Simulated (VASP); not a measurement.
A run of VASP 6.6.1 is set up as follows.

POSCAR

```
SiC
1.0
    3.0581783022      0.0000000000      0.0000000000
   -1.5290891511      2.6484600990      0.0000000000
    0.0000000000      0.0000000000      5.0188700549
Si C
2 2
Direct
    0.3333333333      0.6666666667      0.4995816013
    0.6666666667      0.3333333333      0.9995816013
    0.3333333333      0.6666666667      0.8754183987
    0.6666666667      0.3333333333      0.3754183987
```

The input INCAR.step1:

```
SYSTEM = SiC
  PREC = Accurate
  ENCUT = 520
  ISMEAR = 0
  SIGMA = 0.02
  LREAL = .FALSE.
  LASPH = .TRUE.
  NELM = 60
  NBANDS = 16
  GGA = PE
  ALGO = Normal
  EDIFF = 1E-4
  LWAVE = .TRUE.
  LCHARG = .FALSE.
```

The input INCAR.step2:

```
SYSTEM = SiC
  PREC = Accurate
  ENCUT = 520
  EDIFF = 1E-7
  ISMEAR = 0
  SIGMA = 0.02
  LREAL = .FALSE.
  LASPH = .TRUE.
  NELM = 60
  ALGO = Normal
  ISIF = 2
  LWAVE = .FALSE.
  LCHARG = .FALSE.
  METAGGA = R2SCAN
  LMIXTAU = .TRUE.
  NBANDS = 16
  ISTART = 1
```

Contents of KPOINTS:

```
Automatic mesh
0
G
  12 12 6
  0 0 0
```

Potentials or basis: VASP PAW PBE potentials, release 64 (Si, C).

Command:

```sh
$ cat potpaw_PBE.64/Si/POTCAR potpaw_PBE.64/C/POTCAR > POTCAR
$ cp INCAR.step1 INCAR
$ mpirun -np 1 vasp_std > vasp.out
$ cp INCAR.step2 INCAR
$ mpirun -np 1 vasp_std > vasp.out
```

(1) What does it give for the largest force?

(2) Predict the band gap on the k mesh.

(3) Predict the pressure.

## Answers

(1) 0.004 eV/Å.

(2) 2.64 eV, indirect (least direct gap 4.52 eV).

(3) 3.8 GPa.

Caveat: the PAW data sets were made with another functional, which shifts forces and pressure a little.
